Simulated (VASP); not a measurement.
Wanted: the native input for a VASP 6.6.1 run.

| Property | Result |
| --- | --- |
| Task | single point |
| Functional | PBEsol |
| Potentials or basis | VASP PAW PBE potentials, release 64 (Cu) |
| Cutoff | 520 eV |
| k mesh | 4 × 4 × 4 |
| Occupations | methfessel-paxton, width 0.15 eV |
| Spin | no spin polarisation |
| Dipole correction | no |
| Further INCAR settings | ALGO = Normal; EDIFF = 1e-06; NBANDS = 18 |

The structure of Cu lies in POSCAR:

```
Cu
1.0
    1.2184636900     -3.9763780100      0.0000000000
    1.2184636900      3.9763780100      0.0000000000
    0.0000000000      0.0000000000      2.4754955200
Cu
2
Direct
    0.1338666504      0.8661333496      0.2500000000
    0.8661333496      0.1338666504      0.7500000000
```

The input as run:

INCAR

```
ALGO = Normal ; EDIFF = 1E-6
ENCUT = 520 ; GGA = PS
ISIF = 2 ; ISMEAR = 1
LASPH = True ; LCHARG = False
LREAL = False ; LWAVE = False
NBANDS = 18 ; NELM = 80
PREC = Accurate ; SIGMA = 0.15
```

KPOINTS

```
k-points
0
Gamma
  4 4 4
```

Potentials or basis: VASP PAW PBE potentials, release 64 (Cu).

The run is started by

```bash
$ cat potpaw_PBE.64/Cu/POTCAR > POTCAR
$ mpirun -np 1 vasp_std > vasp.out
```

It gave:

```json
{
  "Pressure": "-1.0 GPa",
  "Largest force": "0.093 eV/Å",
  "Band gap on the k mesh": "zero (band 11 reaches 10.89 eV, above the bottom of band 12 at 5.52 eV)"
}
```

Caveat: the k points lie up to 0.67 Å⁻¹ apart; the PAW data sets were made with another functional, which shifts forces and pressure a little.

Wall time 6.2 s on 1 thread of Intel(R) Xeon(R) Platinum 8559C (Emerald Rapids) (shared host), peak memory 0.14 GiB.
